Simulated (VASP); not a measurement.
# Si8S in VASP: notebook, part 2 of 2

VASP 6.6.1. Earlier steps stand in the parts before.

### 3 Single point, PBE+D3(BJ), collinear spin, ferromagnetic start

INCAR reads:

```
SYSTEM = Si8S
PREC = Accurate
ENCUT = 520
EDIFF = 1E-7
ISMEAR = 0
SIGMA = 0.05
LREAL = .False.
LASPH = .True.
NELM = 150
ALGO = Normal
ISIF = 2
LWAVE = .False.
LCHARG = .False.
ISPIN = 2
MAGMOM = 0 0 0 0 0 0 0 0 2
LORBIT = 11
LDIPOL = .True.
IDIPOL = 3
DIPOL = 0.5 0.5 0.313
GGA = PE
IVDW = 12
NBANDS = 33
```

KPOINTS reads:

```
Automatic mesh
0
Gamma
  7 4 1
  0 0 0
```

POSCAR reads:

```
Si8S
1.0
    3.8155170197      0.0000000000      0.0000000000
    0.0000000000      6.3129357895      0.0000000000
    0.0000000000      0.0000000000     21.2318711397
Si S
8 1
Direct
    0.0000000000      0.9369021388      0.1883960191
    0.0000000000      0.5630978612      0.1883960191
    0.5000000000      0.4369021388      0.2402729771
    0.5000000000      0.0630978612      0.2402729771
    0.5000000000      0.9332664454      0.3446595292
    0.5000000000      0.5667335546      0.3446595292
    0.0000000000      0.4266292815      0.3877129380
    0.0000000000      0.0733707185      0.3877129380
    0.0000000000      0.4266292815      0.4913307485
```

Potentials or basis: VASP PAW PBE potentials, release 64 (Si, S).

On the command line:

```sh
cat potpaw_PBE.64/Si/POTCAR potpaw_PBE.64/S/POTCAR > POTCAR
mpirun -np 1 vasp_std > vasp.out
```

OUTCAR:

```text
SYSTEM = Si8S
   PREC = Accurate
   ENCUT = 520
   EDIFF = 1E-7
   ISMEAR = 0
   LREAL = .False.
   LASPH = .True.
   NELM = 150
   ISIF = 2
   ISPIN = 2
   LORBIT = 11
   GGA = PE
   IVDW = 12
 IVDW          = 12

 ion  position               nearest neighbor table
   1  0.000  0.937  0.188-   4 2.34   4 2.34   2 2.36
   2  0.000  0.563  0.188-   3 2.34   3 2.34   1 2.36
   3  0.500  0.437  0.240-   2 2.34   2 2.34   4 2.36   6 2.36
   4  0.500  0.063  0.240-   1 2.34   1 2.34   3 2.36   5 2.36
   5  0.500  0.933  0.345-   8 2.29   8 2.29   6 2.31   4 2.36
   6  0.500  0.567  0.345-   7 2.29   7 2.29   5 2.31   3 2.36
   7  0.000  0.427  0.388-   9 2.20   8 2.23   6 2.29   6 2.29
   8  0.000  0.073  0.388-   7 2.23   5 2.29   5 2.29
   9  0.000  0.427  0.491-   7 2.20

  LATTYP: Found a simple orthorhombic cell.
 ALAT       =     3.8155170197
 B/A-ratio  =     1.6545426889
 C/A-ratio  =     5.5646118285

  Lattice vectors:

 A1 = (   3.8155170197,   0.0000000000,   0.0000000000)
 A2 = (   0.0000000000,   6.3129357895,   0.0000000000)
 A3 = (   0.0000000000,   0.0000000000,  21.2318711397)

Analysis of symmetry for initial positions (statically):
=====================================================================
 Subroutine PRICEL returns:
 Original cell was already a primitive cell.

 Routine SETGRP: Setting up the symmetry group for a
 simple orthorhombic supercell.

 Subroutine GETGRP returns: Found  2 space group operations
 (whereof  2 operations were pure point group operations)
 out of a pool of  8 trial point group operations.

The static configuration has the point symmetry C_1h.

Analysis of symmetry for dynamics (positions and initial velocities):
=====================================================================
 Subroutine PRICEL returns:
 Original cell was already a primitive cell.

 Routine SETGRP: Setting up the symmetry group for a
 simple orthorhombic supercell.

 Subroutine GETGRP returns: Found  2 space group operations
 (whereof  2 operations were pure point group operations)
 out of a pool of  8 trial point group operations.

The dynamic configuration has the point symmetry C_1h.

Analysis of structural, dynamic, and magnetic symmetry:
=====================================================================
 Subroutine PRICEL returns:
 Original cell was already a primitive cell.

 Routine SETGRP: Setting up the symmetry group for a
 simple orthorhombic supercell.

 Subroutine GETGRP returns: Found  2 space group operations
 (whereof  2 operations were pure point group operations)
 out of a pool of  8 trial point group operations.

The overall configuration has the point symmetry C_1h.

 Subroutine INISYM returns: Found  2 space group operations
 (whereof  2 operations are pure point group operations),
 and found     1 'primitive' translations

----------------------------------------------------------------------------------------

                                     Primitive cell

  volume of cell :     511.4145

  direct lattice vectors                    reciprocal lattice vectors
     3.815517020  0.000000000  0.000000000     0.262087679  0.000000000  0.000000000
     0.000000000  6.312935790  0.000000000     0.000000000  0.158404906  0.000000000
     0.000000000  0.000000000 21.231871140     0.000000000  0.000000000  0.047099005

  length of vectors
     3.815517020  6.312935790 21.231871140     0.262087679  0.158404906  0.047099005

[... 105 lines left out ...]
   LORBIT       =     11    0 simple, 1 ext, 2 COOP (PROOUT), +10 PAW based schemes
   GGA     = PE    functional components
   LHFCALC =     F    Hartree Fock is set to
   AEXX    =    0.0000 exact exchange contribution
   IVDW    =    12    specifies the selected vdW correction
   LEPSILON=     F    determine dielectric tensor
   LRPA    =     F    only Hartree local field effects (RPA)
 spin polarized calculation
 Gauss-broadening in eV      SIGMA  =   0.05
  energy-cutoff  :      520.00
  volume of cell :      511.41
 maximum number of plane-waves:     13806
   NGX = 15   NGY = 23   NGZ = 79

 dipolmoment           0.000000      0.000000     -0.220217 electrons x Angstroem

 number of electron      38.0000001 magnetization       0.0794001

 dipolmoment           0.000000      0.000000      0.167888 electrons x Angstroem

 Free energy of the ion-electron system (eV)
  ---------------------------------------------------
  ext. energy  EPLUGINS =         0.00000000
  ---------------------------------------------------
  free energy    TOTEN  =       -43.76067417 eV

  energy without entropy =      -43.75672034  energy(sigma->0) =      -43.75869726

 E-fermi :  -1.6628     XC(G=0):  -4.0728

 val. band max:       -1.7149730333   @ k =   0.4286   0.5000   0.0000
 cond. band min:      -1.6593451660   @ k =   0.4286   0.2500   0.0000
 fundamental gap:      0.0556278674
 Fermi energy:        -1.6627942531

 spin component 1

 k-point     1 :       0.0000    0.0000    0.0000
  band No.  band energies     occupation
      1     -13.8687      1.00000
      2     -12.9059      1.00000
      3     -11.7414      1.00000
      4     -10.8140      1.00000
      5      -9.4530      1.00000
      6      -8.7305      1.00000
[... 397 lines left out ...]
     30       3.4402      0.00000
     31       3.5583      0.00000
 Fermi energy:        -1.6627942531

 spin component 2

 k-point     1 :       0.0000    0.0000    0.0000
  band No.  band energies     occupation
      1     -13.8567      1.00000
      2     -12.8967      1.00000
      3     -11.7336      1.00000
      4     -10.8095      1.00000
      5      -9.4456      1.00000
      6      -8.7252      1.00000
[... 397 lines left out ...]
     30       3.4425      0.00000
     31       3.5616      0.00000
 [bands above 31 left out]

------------------------ aborting loop because EDIFF is reached ----------------------------------------

 vacuum level on the upper side and lower side of the slab       (xc-potential included)         0.547        -0.686

 Edisp (eV)   -2.25074

 E8    (eV) :    -0.9638

  FORCE on cell =-STRESS in cart. coord.  units (eV):
  Direction    XX          YY          ZZ          XY          YZ          ZX
  --------------------------------------------------------------------------------------
  -------------------------------------------------------------------------------------
  Total       1.55611     0.27066    -4.32394     0.00000    -1.77846     0.00000
  in kB       4.87503     0.84794   -13.54618     0.00000    -5.57162     0.00000
  external pressure =       -2.61 kB  Pullay stress =        0.00 kB

 VOLUME and BASIS-vectors are now :
 -----------------------------------------------------------------------------
  energy-cutoff  :      520.00
  volume of cell :      511.41
      direct lattice vectors                 reciprocal lattice vectors
     3.815517020  0.000000000  0.000000000     0.262087679  0.000000000  0.000000000
     0.000000000  6.312935790  0.000000000     0.000000000  0.158404906  0.000000000
     0.000000000  0.000000000 21.231871140     0.000000000  0.000000000  0.047099005

 POSITION                                       TOTAL-FORCE (eV/Angst)
 -----------------------------------------------------------------------------------
      0.00000      5.91460      4.00000         0.000000     -0.678640      0.401391
      0.00000      3.55480      4.00000         0.000000      0.789456      0.636872
      1.90776      2.75814      5.10144         0.000000      0.055025     -0.403422
      1.90776      0.39833      5.10144         0.000000      0.028349     -0.628512
      1.90776      5.89165      7.31777         0.000000     -0.380309      0.246026
      1.90776      3.57775      7.31777         0.000000      0.258149     -0.734096
      0.00000      2.69328      8.23187         0.000000      0.558687      1.923950
      0.00000      0.46318      8.23187         0.000000     -0.103489      0.182806
      0.00000      2.69328     10.43187         0.000000     -0.527229     -1.625014
 -----------------------------------------------------------------------------------
    total drift:                               -0.000000      0.000017     -0.000253

  FREE ENERGIE OF THE ION-ELECTRON SYSTEM (eV)
  ---------------------------------------------------
  free  energy   TOTEN  =       -46.0114121124 eV

  energy  without entropy=      -46.0074582859  energy(sigma->0) =      -46.00943520

 vacuum level on the upper side and lower side of the slab         4.473         3.204

 total charge

# of ion       s       p       d       tot
------------------------------------------
    1        0.791   0.853   0.000   1.644
    2        0.793   0.847   0.000   1.640
    3        0.757   0.918   0.000   1.675
    4        0.763   0.902   0.000   1.665
    5        0.764   0.944   0.000   1.707
    6        0.766   0.956   0.000   1.722
    7        0.747   0.943   0.000   1.690
    8        0.796   0.878   0.000   1.674
    9        1.376   2.225   0.000   3.601
--------------------------------------------------
tot          7.554   9.465   0.000  17.019

 magnetization (x)

# of ion       s       p       d       tot
------------------------------------------
    1        0.000  -0.006   0.000  -0.005
    2        0.004   0.016   0.000   0.020
    3       -0.000   0.001   0.000   0.001
    4       -0.000   0.000   0.000   0.000
    5       -0.000  -0.000   0.000  -0.000
    6        0.000   0.001   0.000   0.002
    7        0.000   0.000   0.000   0.001
    8        0.002   0.001   0.000   0.002
    9        0.000   0.014   0.000   0.014
--------------------------------------------------
tot          0.006   0.029   0.000   0.035
```

Run time: 18 min. Hardware: 1 thread of Intel Xeon Platinum 8488C (Sapphire Rapids), shared host; peak memory 0.82 GiB.

What came out:

```
Free energy                                           : -46.0114 eV
Largest force                                         : 2.003 eV/Å
Net moment                                            : 0.08 μB per cell
Valence electrons inside the program's atomic spheres : Si 1.64, 1.68, 1.67, 1.71, 1.72, 1.69; S 3.60
Dispersion energy per atom                            : -0.250 eV
```

Forces in eV/Å, atoms in the order of the input:
```
Si   0.000 -0.679  0.401
Si   0.000  0.789  0.637
Si   0.000  0.055 -0.403
Si   0.000  0.028 -0.629
Si   0.000 -0.380  0.246
Si   0.000  0.258 -0.734
Si   0.000  0.559  1.924
Si   0.000 -0.103  0.183
S    0.000 -0.527 -1.625
```

Levels at points of the mesh, in eV from the Fermi level:
Spin up:
```
           k point  band 15  band 16  band 17  band 18  band 19  band 20  band 21  band 22  band 23  band 24
(0.00, 0.00, 0.00)    -1.06    -0.76    -0.14     0.01     0.30     0.39     1.01     1.65     1.89     2.91
(0.00, 0.50, 0.00)    -1.32    -1.08    -0.94    -0.46     0.11     0.24     1.21     1.74     2.03     2.33
```
Spin down:
```csv
k point,band 16,band 17,band 18,band 19,band 20,band 21,band 22,band 23
"(0.00, 0.00, 0.00)",-0.76,-0.14,0.03,0.31,0.44,1.03,1.65,1.89
"(0.00, 0.50, 0.00)",-1.07,-0.94,-0.45,0.16,0.25,1.22,1.75,2.04
```

### 4 Single point, PBE+D3(BJ), collinear spin, ferromagnetic start

INCAR reads:

```
PREC = Accurate ; ENCUT = 520
EDIFF = 1E-6 ; ISMEAR = 0
SIGMA = 0.05 ; LREAL = F
LASPH = T ; NELM = 150
ALGO = Normal ; ISIF = 2
LWAVE = F ; LCHARG = F
ISPIN = 2 ; MAGMOM = 0 0 0 0 0 0 0 0 2
LORBIT = 11 ; LDIPOL = T
IDIPOL = 3 ; DIPOL = 0.5 0.5 0.313
GGA = PE ; IVDW = 12
NBANDS = 33
```

KPOINTS reads:

```
Automatic mesh
0
Gamma
  7 4 1
```

POSCAR, as its differences from that of step 3:

```diff
@@ -16,2 +16,2 @@
     0.0000000000      0.0733707185      0.3877129380
-    0.0000000000      0.4266292815      0.4913307485
+    0.0000000000      0.5932959481      0.4913307485
```

On the command line:

```sh
cat potpaw_PBE.64/Si/POTCAR potpaw_PBE.64/S/POTCAR > POTCAR
mpirun -np 1 vasp_std > vasp.out
```

Wall time 17 min (1 thread of Intel Xeon 6975P-C, shared host); peak memory 0.8 GiB.

Results (log left out):

| Item | Value |
| --- | --- |
| Free energy | -45.4905 eV |
| Largest force | 3.558 eV/Å |
| Net moment | 0.28 μB per cell |
| Site moments | Si +0.01, -0.02, -0.00, +0.00, -0.01; S +0.18 μB |
| Valence electrons inside the program's atomic spheres | Si 1.64, 1.68, 1.67, 1.70, 1.71, 1.66; S 3.54 |
| Dispersion energy per atom | -0.252 eV |

Forces on the atoms (eV/Å):
```
Si   0.000 -0.646  0.381
Si   0.000  0.704  0.639
Si   0.000  0.051 -0.511
Si   0.000  0.034 -0.658
Si   0.000 -0.092  0.072
Si   0.000  0.014 -0.759
Si   0.000  2.016  2.931
Si   0.000 -1.297  0.273
S    0.000 -0.785 -2.369
```

Levels at points of the mesh, in eV from the Fermi level:
Spin up:
| k point | band 15 | band 16 | band 17 | band 18 | band 19 | band 20 | band 21 | band 22 | band 23 | band 24 |
| --- | --- | --- | --- | --- | --- | --- | --- | --- | --- | --- |
| (0.00, 0.00, 0.00) | -1.07 | -0.67 | -0.27 | -0.14 | 0.21 | 0.32 | 0.94 | 1.67 | 1.82 | 2.83 |
| (0.00, 0.50, 0.00) | -1.20 | -1.03 | -0.95 | -0.44 | 0.06 | 0.10 | 0.95 | 1.63 | 2.03 | 2.27 |
Spin down:
| k point | band 16 | band 17 | band 18 | band 19 | band 20 | band 21 | band 22 | band 23 |
| --- | --- | --- | --- | --- | --- | --- | --- | --- |
| (0.00, 0.00, 0.00) | -0.66 | -0.16 | -0.06 | 0.30 | 0.57 | 0.93 | 1.70 | 1.82 |
| (0.00, 0.50, 0.00) | -1.03 | -0.95 | -0.32 | 0.05 | 0.54 | 0.97 | 1.63 | 2.04 |

### 5 Single point, PBE+D3(BJ), collinear spin, ferromagnetic start

INCAR reads:

```
ALGO     = Normal         # electronic algorithm
DIPOL    = 0.5 0.5 0.313
EDIFF    = 1E-6           # SCF threshold, eV
ENCUT    = 520            # plane-wave cutoff, eV
GGA      = PE             # functional
IDIPOL   = 3            
ISIF     = 2              # what is computed and relaxed
ISMEAR   = 0              # smearing method
ISPIN    = 2              # spin polarisation
IVDW     = 12             # dispersion correction
LASPH    = T              # aspherical terms in the spheres
LCHARG   = F              # write CHGCAR
LDIPOL   = T            
LORBIT   = 11             # projections on sites
LREAL    = F              # projectors in reciprocal space
LWAVE    = F              # write WAVECAR
MAGMOM   = 0 0 0 0 0 0 0 0 2 # initial moments
NBANDS   = 33             # bands
NELM     = 150            # most SCF steps
PREC     = Accurate       # precision mode
SIGMA    = 0.05           # smearing width, eV
```

KPOINTS reads:

```
k-points
0
Gamma
  7 4 1
```

POSCAR, as its differences from that of step 4:

```diff
@@ -16,2 +16,2 @@
     0.0000000000      0.0733707185      0.3877129380
-    0.0000000000      0.5932959481      0.4913307485
+    0.5000000000      0.4266292815      0.4913307485
```

On the command line:

```sh
cat potpaw_PBE.64/Si/POTCAR potpaw_PBE.64/S/POTCAR > POTCAR
mpirun -np 1 vasp_std > vasp.out
```

Run time: 21 min. Hardware: 1 thread of Intel Xeon 8259CL, shared host; peak memory 0.83 GiB.

It converged, with:

```yaml
Free_energy: -44.6137 eV
Largest_force: 2.165 eV/Å
Net_moment: 0.27 μB per cell
Site_moments: Si +0.01, -0.00, +0.00, -0.01; S +0.11 μB
Valence_electrons_inside_the_program's_atomic_spheres: Si 1.64, 1.68, 1.67, 1.71, 1.70, 1.63; S 3.52
Dispersion_energy_per_atom: -0.253 eV
```

Forces on the atoms (eV/Å):
```
Si   0.000 -0.593  0.386
Si   0.000  0.641  0.601
Si   0.000 -0.042 -0.566
Si   0.000  0.092 -0.569
Si   0.000 -0.259  0.152
Si   0.000  0.335 -0.332
Si   0.000  0.210  2.155
Si   0.000 -0.277  0.124
S    0.000 -0.106 -1.951
```

Levels at points of the mesh, in eV from the Fermi level:
Spin up:
| k point | band 15 | band 16 | band 17 | band 18 | band 19 | band 20 | band 21 | band 22 | band 23 | band 24 |
| --- | --- | --- | --- | --- | --- | --- | --- | --- | --- | --- |
| (0.00, 0.00, 0.00) | -1.08 | -0.60 | -0.28 | -0.18 | 0.21 | 0.37 | 1.05 | 1.31 | 1.91 | 2.82 |
| (0.00, 0.50, 0.00) | -1.12 | -1.10 | -0.96 | -0.44 | -0.06 | 0.13 | 1.15 | 1.76 | 1.95 | 2.10 |
Spin down:
```tsv
k point	band 17	band 18	band 19	band 20	band 21	band 22
(0.00, 0.00, 0.00)	-0.23	-0.15	0.27	0.40	1.10	1.33
(0.00, 0.50, 0.00)	-0.96	-0.34	0.02	0.22	1.17	1.80
```

### 6 Single point, PBE+D3(BJ), collinear spin, ferromagnetic start

INCAR reads:

```
PREC = Accurate
ENCUT = 520
EDIFF = 1E-6
ISMEAR = 0
SIGMA = 0.05
LREAL = F
LASPH = T
NELM = 150
ALGO = Normal
ISIF = 2
LWAVE = F
LCHARG = F
ISPIN = 2
MAGMOM = 0 0 0 0 0 0 0 0 2
LORBIT = 11
LDIPOL = T
IDIPOL = 3
DIPOL = 0.5 0.5 0.313
GGA = PE
IVDW = 12
NBANDS = 33
```

KPOINTS reads:

```
regular mesh
0
Gamma
  7 4 1
```

POSCAR, as its differences from that of step 5:

```diff
@@ -16,2 +16,2 @@
     0.0000000000      0.0733707185      0.3877129380
-    0.5000000000      0.4266292815      0.4913307485
+    0.5000000000      0.5932959481      0.4913307485
```

Potentials or basis: VASP PAW PBE potentials, release 64 (Si, S).

On the command line:

```sh
cat potpaw_PBE.64/Si/POTCAR potpaw_PBE.64/S/POTCAR > POTCAR
mpirun -np 1 vasp_std > vasp.out
```

Wall time 16 min (1 thread of Intel Xeon 6975P-C, shared host); peak memory 0.82 GiB.

The run converged. Its results:

```
Free energy                                           : -44.2587 eV
Largest force                                         : 1.770 eV/Å
Net moment                                            : 1.18 μB per cell
Site moments                                          : Si +0.03, -0.02, +0.01, +0.00, -0.01, +0.07; S +0.54 μB
Valence electrons inside the program's atomic spheres : Si 1.64, 1.68, 1.67, 1.70, 1.69; S 3.52
Dispersion energy per atom                            : -0.259 eV
```

Forces on the atoms (eV/Å):
```
Si   0.000 -0.623  0.486
Si   0.000  0.655  0.659
Si   0.000 -0.063 -0.744
Si   0.000  0.085 -0.607
Si   0.000 -0.023  0.094
Si   0.000  0.296 -0.010
Si   0.000  0.910  1.519
Si   0.000 -0.743  0.219
S    0.000 -0.493 -1.616
```

Levels at points of the mesh, in eV from the Fermi level:
Spin up:
| k point | band 18 | band 19 | band 20 | band 21 | band 22 | band 23 |
| --- | --- | --- | --- | --- | --- | --- |
| (0.00, 0.00, 0.00) | -0.39 | -0.02 | 0.19 | 0.78 | 1.18 | 1.74 |
| (0.00, 0.50, 0.00) | -0.68 | -0.26 | -0.22 | 0.83 | 1.55 | 1.90 |
Spin down:
```csv
k point,band 15,band 16,band 17,band 18,band 19,band 20,band 21,band 22
"(0.00, 0.00, 0.00)",-1.03,-0.64,-0.14,-0.03,0.25,0.65,0.97,1.23
"(0.00, 0.50, 0.00)",-1.13,-1.04,-1.03,-0.27,0.05,0.64,0.98,1.63
```
